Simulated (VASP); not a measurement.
# H17O8F in VASP: further runs, part 2 of 2

VASP 6.6.1. The steps go on from the part before.

### Step 3. Single point, PBE+D3(BJ)

Contents of INCAR:

```
ALGO     = Normal         # electronic algorithm
EDIFF    = 1E-7           # SCF threshold, eV
ENCUT    = 520            # plane-wave cutoff, eV
GGA      = PE             # functional
ISIF     = 2              # what is computed and relaxed
ISMEAR   = -1             # smearing method
IVDW     = 12             # dispersion correction
LASPH    = T              # aspherical terms in the spheres
LCHARG   = F              # write CHGCAR
LREAL    = Auto         
LWAVE    = F              # write WAVECAR
NBANDS   = 55             # bands
NELM     = 100            # most SCF steps
PREC     = Accurate       # precision mode
SIGMA    = 0.05           # smearing width, eV
```

Contents of KPOINTS:

```
k-points
0
Gamma
  1 1 1
```

Contents of POSCAR:

```
H17O8F
1.0
    6.4950650000      0.0000000000      0.0000000000
    0.0000000000      6.4950650000      0.0000000000
    0.0000000000      0.0000000000      6.4950650000
O H F
8 17 1
Direct
    1.1552617256      0.5512185020      0.3056474416
    0.4712500953     -0.0219705269      0.7480910507
    0.5010419449      0.8065662160      0.2280808583
    0.7386685122      0.6998544279      0.5938816625
    0.5097408571      0.2144705249      0.3963778653
   -0.0944409332      0.4047226625      0.8352495318
    0.3078645094      0.5684161744      0.7422866438
    0.0739946405      0.1669729248      0.1528083245
    1.1697804410      0.4036449212      0.2713906635
    1.1633447856      0.5332202218      0.4492025869
    0.4114354514      0.0117627768      0.8838864584
    0.4496952686      0.1039404533      0.6636885081
    0.3966703951      0.7022870441      0.2726531605
    0.5950055927      0.7459047754      0.1284359741
    0.7046118861      0.8310309443      0.6605322657
    0.6977143416      0.7007474136      0.4573626284
    0.4974853985      0.0671278886      0.3568247585
    0.6572528527      0.2487888882      0.3497116657
    0.0343337596      0.4328671076      0.7613318727
   -0.1864492503      0.5202411369      0.8093991361
    0.2631998294      0.7176063673      0.7768051590
    0.4384867588      0.5838124792      0.6908937786
    0.0024326161      0.2201825540      0.0345647041
    0.0268819481      0.0335947369      0.1998440354
    0.9853942955      0.6583151978      0.1946092918
    0.9019001349      0.7653964972      0.1213228813
```

Potentials or basis: VASP PAW PBE potentials, release 64 (O, H, F).

On the command line:

```sh
> cat potpaw_PBE.64/O/POTCAR potpaw_PBE.64/H/POTCAR potpaw_PBE.64/F/POTCAR > POTCAR
> mpirun -np 1 vasp_gam > vasp.out
```

OUTCAR:

```text
EDIFF = 1E-7
   ENCUT = 520
   GGA = PE
   ISIF = 2
   ISMEAR = -1
   IVDW = 12
   LASPH = T
   LREAL = Auto
   NELM = 100
   PREC = Accurate
 IVDW          = 12

 ion  position               nearest neighbor table
   1  0.155  0.551  0.306-  10 0.94   9 0.99
   2  0.471  0.978  0.748-  11 0.99  12 0.99
   3  0.501  0.807  0.228-  14 0.97  13 1.00
   4  0.739  0.700  0.594-  16 0.93  15 0.98
   5  0.510  0.214  0.396-  17 0.99  18 1.03
   6  0.906  0.405  0.835-  20 0.97  19 0.98
   7  0.308  0.568  0.742-  22 0.92  21 1.04
   8  0.074  0.167  0.153-  23 0.96  24 0.97
   9  0.170  0.404  0.271-   1 0.99
  10  0.163  0.533  0.449-   1 0.94
  11  0.411  0.012  0.884-   2 0.99
  12  0.450  0.104  0.664-   2 0.99
  13  0.397  0.702  0.273-   3 1.00
  14  0.595  0.746  0.128-   3 0.97
[... 10 lines left out ...]
  25  0.985  0.658  0.195-  26 1.00
  26  0.902  0.765  0.121-  25 1.00

  LATTYP: Found a simple cubic cell.
 ALAT       =     6.4950650000

  Lattice vectors:

 A1 = (   6.4950650000,   0.0000000000,   0.0000000000)
 A2 = (   0.0000000000,   6.4950650000,   0.0000000000)
 A3 = (   0.0000000000,   0.0000000000,   6.4950650000)

Analysis of symmetry for initial positions (statically):
=====================================================================
 Subroutine PRICEL returns:
 Original cell was already a primitive cell.

 Routine SETGRP: Setting up the symmetry group for a
 simple cubic supercell.

 Subroutine GETGRP returns: Found  1 space group operations
 (whereof  1 operations were pure point group operations)
 out of a pool of 48 trial point group operations.

The static configuration has the point symmetry C_1 .

Analysis of symmetry for dynamics (positions and initial velocities):
=====================================================================
 Subroutine PRICEL returns:
[... 155 lines left out ...]
  Fermi-wavevector in a.u.,A,eV,Ry     =   1.048581  1.981532 14.959919  1.099523
  Thomas-Fermi vector in A             =   2.183509
   LORBIT       =      0    0 simple, 1 ext, 2 COOP (PROOUT), +10 PAW based schemes
   GGA     = PE    functional components
   LHFCALC =     F    Hartree Fock is set to
   AEXX    =    0.0000 exact exchange contribution
   IVDW    =    12    specifies the selected vdW correction
   LEPSILON=     F    determine dielectric tensor
   LRPA    =     F    only Hartree local field effects (RPA)
 non-spin polarized calculation
  energy-cutoff  :      520.00
  volume of cell :      274.00
 maximum number of plane-waves:      3625
   NGX = 25   NGY = 25   NGZ = 25

 number of electron      71.9999982 magnetization

 Free energy of the ion-electron system (eV)
  ---------------------------------------------------
  ext. energy  EPLUGINS =         0.00000000
  ---------------------------------------------------
  free energy    TOTEN  =      -124.37449094 eV

  energy without entropy =     -124.37449094  energy(sigma->0) =     -124.37449094

 E-fermi :  -2.4319     XC(G=0):  -6.6627

 val. band max:       -3.6894061335   @ k =   0.0000   0.0000   0.0000
 cond. band min:       0.7687273528   @ k =   0.0000   0.0000   0.0000
 fundamental gap:      4.4581334863
 Fermi energy:        -2.4319412615

 k-point     1 :       0.0000    0.0000    0.0000
  band No.  band energies     occupation
      1     -26.1075      2.00000
      2     -23.3982      2.00000
      3     -22.6093      2.00000
      4     -22.3307      2.00000
      5     -22.1544      2.00000
      6     -22.1320      2.00000
[... 40 lines left out ...]
     47       6.6828      0.00000
     48       6.8306      0.00000
 [bands above 48 left out]

------------------------ aborting loop because EDIFF is reached ----------------------------------------

 Edisp (eV)   -0.82827

 E8    (eV) :    -0.1690

  FORCE on cell =-STRESS in cart. coord.  units (eV):
  Direction    XX          YY          ZZ          XY          YZ          ZX
  --------------------------------------------------------------------------------------
  -------------------------------------------------------------------------------------
  Total      -0.14956    -1.96892     4.07658    -0.03752    -0.20940     1.49083
  in kB      -0.87451   -11.51297    23.83727    -0.21939    -1.22447     8.71744
  external pressure =        3.82 kB  Pullay stress =        0.00 kB

 VOLUME and BASIS-vectors are now :
 -----------------------------------------------------------------------------
  energy-cutoff  :      520.00
  volume of cell :      274.00
      direct lattice vectors                 reciprocal lattice vectors
     6.495065000  0.000000000  0.000000000     0.153963047  0.000000000  0.000000000
     0.000000000  6.495065000  0.000000000     0.000000000  0.153963047  0.000000000
     0.000000000  0.000000000  6.495065000     0.000000000  0.000000000  0.153963047

 POSITION                                       TOTAL-FORCE (eV/Angst)
 -----------------------------------------------------------------------------------
      1.00843      3.58020      1.98520         0.179864     -0.356263     -1.434209
      3.06080      6.35236      4.85890        -0.764269      0.771875      0.690891
      3.25430      5.23870      1.48140        -0.635758     -0.252661      0.515892
      4.79770      4.54560      3.85730         1.182941     -0.375175      3.095594
      3.31080      1.39300      2.57450         1.991058      0.122396     -0.565598
      5.88167      2.62870      5.42500         0.451007     -0.857806      0.323739
[... 18 lines left out ...]
      6.40020      4.27580      1.26400         0.260221      0.250409      0.035823
      5.85790      4.97130      0.78800         0.002383     -0.187597      0.043329
 -----------------------------------------------------------------------------------
    total drift:                               -0.003714      0.011655      0.001700

  FREE ENERGIE OF THE ION-ELECTRON SYSTEM (eV)
  ---------------------------------------------------
  free  energy   TOTEN  =      -125.2027590356 eV

  energy  without entropy=     -125.2027590356  energy(sigma->0) =     -125.20275904
```

Run time: 42 s. Hardware: 1 thread of Intel Xeon 8259CL, shared host; peak memory 0.3 GiB.

Results:

- Free energy: -125.2028 eV
- Pressure: 0.4 GPa
- Largest force: 4.894 eV/Å
- Dispersion energy per atom: -0.032 eV

Forces on the atoms (eV/Å):
```
O    0.180 -0.356 -1.434
O   -0.764  0.772  0.691
O   -0.636 -0.253  0.516
O    1.183 -0.375  3.096
O    1.991  0.122 -0.566
O    0.451 -0.858  0.324
O   -4.343  1.584  1.604
O    1.205  0.299  1.146
H   -0.182 -0.490 -1.080
H   -0.015  0.660  2.521
H    0.402 -0.069 -0.359
H    0.395 -0.341  0.074
H    0.329  0.353 -0.713
H    0.036 -0.053  0.091
H   -0.400  0.015 -0.406
H   -0.999  0.553 -2.621
H    0.040  0.351 -0.333
H   -2.034 -0.454  0.790
H   -0.287  0.244  0.278
H    0.210  0.026 -0.462
H    0.876 -2.175 -0.581
H    3.413  0.445 -1.330
H   -0.925  0.107 -0.766
H   -0.388 -0.172 -0.557
H    0.260  0.250  0.036
F    0.002 -0.188  0.043
```

Levels at points of the mesh, in eV from the Fermi level:
| k point | band 32 | band 33 | band 34 | band 35 | band 36 | band 37 | band 38 | band 39 | band 40 | band 41 |
| --- | --- | --- | --- | --- | --- | --- | --- | --- | --- | --- |
| (0.00, 0.00, 0.00) | -2.00 | -1.76 | -1.72 | -1.64 | -1.26 | 3.20 | 6.11 | 6.58 | 6.92 | 7.20 |

Caveat: the k points lie up to 0.97 Å⁻¹ apart; the atoms stand as in a frame of molecular dynamics.
